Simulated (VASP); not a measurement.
# C (Fd-3m) in VASP: single point with PBE

Aim: the single point of C with PBE.

Program: VASP 6.6.1. These are calculated values, not measurements. Logs are shortened: lines on timing, memory, paths and dates and some standing lists are left out, and cuts for length are marked.

## (1) The cell of the first run

It takes space group Fd-3m (No. 227, cubic). The conventional cell has a = 3.572 Å, b = 3.572 Å, c = 3.572 Å, α = 90.00°, β = 90.00°, γ = 90.00°. C (site symmetry -43m) has 4 C at 1.55 Å within 2.1 Å.

## (2) Single point, PBE

The input, INCAR:

```
ALGO = Normal
EDIFF = 1E-6
ENCUT = 600
GGA = PE
GGA_COMPAT = False
ISIF = 2
ISMEAR = -1
LASPH = True
LCHARG = False
LREAL = False
LWAVE = False
NBANDS = 11
NELM = 120
PREC = Accurate
SIGMA = 0.01
```

The input, KPOINTS:

```
k-points
0
Gamma
  10 10 10
```

The input, POSCAR:

```
C
1.0
    0.0000000000      1.7858109333      1.7858109333
    1.7858109333      0.0000000000      1.7858109333
    1.7858109333      1.7858109333      0.0000000000
C
2
Direct
    0.0000000000      0.0000000000      0.0000000000
    0.2500000002      0.2500000002      0.2500000002
```

Potentials or basis: VASP PAW PBE potentials, release 64 (C).

The run is started by

```
cat potpaw_PBE.64/C/POTCAR > POTCAR
mpirun -np 1 vasp_std > vasp.out
```

OUTCAR:

```text
EDIFF = 1E-6
   ENCUT = 600
   GGA = PE
   ISIF = 2
   ISMEAR = -1
   LASPH = True
   LREAL = False
   NELM = 120
   PREC = Accurate

 ion  position               nearest neighbor table
   1  0.000  0.000  0.000-   2 1.55   2 1.55   2 1.55   2 1.55
   2  0.250  0.250  0.250-   1 1.55   1 1.55   1 1.55   1 1.55

  LATTYP: Found a face centered cubic cell.
 ALAT       =     3.5716218666

  Lattice vectors:

 A1 = (   0.0000000000,   1.7858109333,   1.7858109333)
 A2 = (   1.7858109333,   0.0000000000,   1.7858109333)
 A3 = (   1.7858109333,   1.7858109333,   0.0000000000)

Analysis of symmetry for initial positions (statically):
=====================================================================
 Subroutine PRICEL returns:
 Original cell was already a primitive cell.

 Routine SETGRP: Setting up the symmetry group for a
 face centered cubic supercell.

 Subroutine GETGRP returns: Found 48 space group operations
 (whereof 24 operations were pure point group operations)
 out of a pool of 48 trial point group operations.

The static configuration has the point symmetry T_d .
 The point group associated with its full space group is O_h .

Analysis of symmetry for dynamics (positions and initial velocities):
=====================================================================
 Subroutine PRICEL returns:
 Original cell was already a primitive cell.

 Routine SETGRP: Setting up the symmetry group for a
 face centered cubic supercell.

 Subroutine GETGRP returns: Found 48 space group operations
 (whereof 24 operations were pure point group operations)
 out of a pool of 48 trial point group operations.

The dynamic configuration has the point symmetry T_d .
 The point group associated with its full space group is O_h .

 Subroutine INISYM returns: Found 48 space group operations
 (whereof 24 operations are pure point group operations),
 and found     1 'primitive' translations

----------------------------------------------------------------------------------------

                                     Primitive cell

  volume of cell :      11.3903

  direct lattice vectors                    reciprocal lattice vectors
     0.000000000  1.785810933  1.785810933    -0.279984846  0.279984846  0.279984846
     1.785810933  0.000000000  1.785810933     0.279984846 -0.279984846  0.279984846
     1.785810933  1.785810933  0.000000000     0.279984846  0.279984846 -0.279984846

  length of vectors
     2.525518042  2.525518042  2.525518042     0.484947979  0.484947979  0.484947979
[... 82 lines left out ...]
   LREAL  =      F    real-space projection
   EDIFFG = 0.1E-04   stopping-criterion for IOM
   NSW    =      0    number of steps for IOM
   IBRION =     -1    ionic relax: 0-MD 1-quasi-New 2-CG
   NFREE  =      0    steps in history (QN), initial steepest desc. (CG)
   ISIF   =      2    stress and relaxation
   ISYM   =      2    0-nonsym 1-usesym 2-fastsym
   POTIM  = 0.5000    time-step for ionic-motion
   TEBEG  =    0.0;   TEEND  =   0.0 temperature during run
   PSTRESS=    0.0 pullay stress
   NELECT =       8.0000    total number of electrons
   NUPDOWN=      -1.0000    fix difference up-down
   EMIN   =  10.00;   EMAX   =-10.00  energy-range for DOS
   EFERMI =   0.00;   METHOD = LEGACY
   ISMEAR =    -1;   SIGMA  =   0.01  broadening in eV -4-tet -1-fermi 0-gaus
   EFERMI_NEDOS =   21; number of points for ismear=-14 and -15
   IALGO  =     38    algorithm
   IMIX   =      4    mixing-type and parameters
     AMIX     =   0.40;   BMIX     =  1.00
     AMIX_MAG =   1.60;   BMIX_MAG =  1.00
  volume/ion in A,a.u.               =       5.70        38.43
  Fermi-wavevector in a.u.,A,eV,Ry     =   1.455211  2.749950 28.812235  2.117640
  Thomas-Fermi vector in A             =   2.572272
   LORBIT       =      0    0 simple, 1 ext, 2 COOP (PROOUT), +10 PAW based schemes
   GGA     = PE    functional components
   LHFCALC =     F    Hartree Fock is set to
   AEXX    =    0.0000 exact exchange contribution
   IVDW    =     0    specifies the selected vdW correction
   LEPSILON=     F    determine dielectric tensor
   LRPA    =     F    only Hartree local field effects (RPA)
 non-spin polarized calculation
  energy-cutoff  :      600.00
  volume of cell :       11.39
 maximum number of plane-waves:       392
   NGX =  9   NGY =  9   NGZ =  9

 number of electron       7.9999999 magnetization

 Free energy of the ion-electron system (eV)
  ---------------------------------------------------
  ext. energy  EPLUGINS =         0.00000000
  ---------------------------------------------------
  free energy    TOTEN  =       -18.19043980 eV

  energy without entropy =      -18.19043980  energy(sigma->0) =      -18.19043980

 E-fermi :   9.8866     XC(G=0): -13.2301

 val. band max:        9.6692839263   @ k =   0.0000   0.0000   0.0000
 cond. band min:      13.8303109829   @ k =   0.4000   0.4000   0.0000
 fundamental gap:      4.1610270567
 Fermi energy:         9.8866079509

 k-point     1 :       0.0000    0.0000    0.0000
  band No.  band energies     occupation
      1     -11.7521      2.00000
      2       9.6693      2.00000
      3       9.6693      2.00000
      4       9.6693      2.00000
      5      15.2482      0.00000
      6      15.2482      0.00000
      7      15.2482      0.00000
      8      22.9067      0.00000
      9      28.9119      0.00000
     10      36.1604      0.00000
     11      36.1604      0.00000
[... 309 lines left out ...]
 k-point    24 :       0.4000    0.3000    0.0000
  band No.  band energies     occupation
      1      -7.1762      2.00000
      2       1.6291      2.00000
      3       3.7102      2.00000
      4       4.3340      2.00000
      5      14.4505      0.00000
      6      17.6723      0.00000
      7      23.7016      0.00000
      8      23.7536      0.00000
      9      31.3189      0.00000
     10      32.4991      0.00000
     11      40.3686      0.00000

 [... further k-points ...]
[... 5 lines left out ...]
  --------------------------------------------------------------------------------------
  -------------------------------------------------------------------------------------
  Total       -0.0015542     -0.0015542     -0.0015542     -0.0000000      0.0000000      0.0000000
  in kB       -0.2186204     -0.2186204     -0.2186204     -0.0000000      0.0000000      0.0000000
  external PRESSURE =      -0.2186204 kB  Pullay stress =       0.0000000 kB

 VOLUME and BASIS-vectors are now :
 -----------------------------------------------------------------------------
  energy-cutoff  :      600.00
  volume of cell :       11.39
      direct lattice vectors                 reciprocal lattice vectors
     0.000000000  1.785810933  1.785810933    -0.279984846  0.279984846  0.279984846
     1.785810933  0.000000000  1.785810933     0.279984846 -0.279984846  0.279984846
     1.785810933  1.785810933  0.000000000     0.279984846  0.279984846 -0.279984846

 POSITION                                       TOTAL-FORCE (eV/Angst)
 -----------------------------------------------------------------------------------
      0.00000      0.00000      0.00000         0.000000      0.000000      0.000000
      0.89291      0.89291      0.89291        -0.000000     -0.000000     -0.000000
 -----------------------------------------------------------------------------------
    total drift:                               -0.000000     -0.000000     -0.000000

  FREE ENERGIE OF THE ION-ELECTRON SYSTEM (eV)
  ---------------------------------------------------
  free  energy   TOTEN  =       -18.1904398025 eV

  energy  without entropy=      -18.1904398025  energy(sigma->0) =      -18.19043980
```

OSZICAR:

```text
N       E                     dE             d eps       ncg     rms          rms(c)
DAV:   1     0.173866061641E+01    0.17387E+01   -0.52140E+03  1074   0.806E+02
DAV:   2    -0.184070593906E+02   -0.20146E+02   -0.19574E+02  1344   0.129E+02
DAV:   3    -0.188194302739E+02   -0.41237E+00   -0.41138E+00  1220   0.144E+01
DAV:   4    -0.188201665676E+02   -0.73629E-03   -0.73628E-03  1100   0.733E-01
DAV:   5    -0.188201674645E+02   -0.89692E-06   -0.89689E-06  1195   0.251E-02    0.550E+00
DAV:   6    -0.183476327558E+02    0.47253E+00   -0.24658E-01  1058   0.350E+00    0.328E+00
DAV:   7    -0.181885826998E+02    0.15905E+00   -0.30257E-01  1091   0.392E+00    0.743E-01
DAV:   8    -0.181903788672E+02   -0.17962E-02   -0.85570E-03  1070   0.693E-01    0.434E-02
DAV:   9    -0.181904191353E+02   -0.40268E-04   -0.61408E-05  1237   0.633E-02    0.242E-02
DAV:  10    -0.181904397340E+02   -0.20599E-04   -0.15746E-05  1084   0.349E-02    0.525E-03
DAV:  11    -0.181904398025E+02   -0.68586E-07   -0.24930E-07   922   0.458E-03
   1 F= -.18190440E+02 E0= -.18190440E+02  d E =-.497176E-12
```

stdout:

```text
POSCAR found type information on POSCAR C
 POSCAR found :  1 types and       2 ions
 scaLAPACK will be used
 LDA part: xc-table for (Slater+PW92), standard interpolation
 POSCAR, INCAR and KPOINTS ok, starting setup
 FFT: planning ... GRIDC
 FFT: planning ... GRID_SOFT
 FFT: planning ... GRID
 WAVECAR not read
 entering main loop
```

It took 4.3 s on 1 thread of Intel Xeon Platinum 8488C (Sapphire Rapids), shared host; peak memory 0.11 GiB.

Results:

```
Free energy            : -18.1904 eV
Pressure               : 0.0 GPa
Band gap on the k mesh : 4.16 eV, indirect (least direct gap 5.58 eV)
```

A k mesh can miss the band edges.
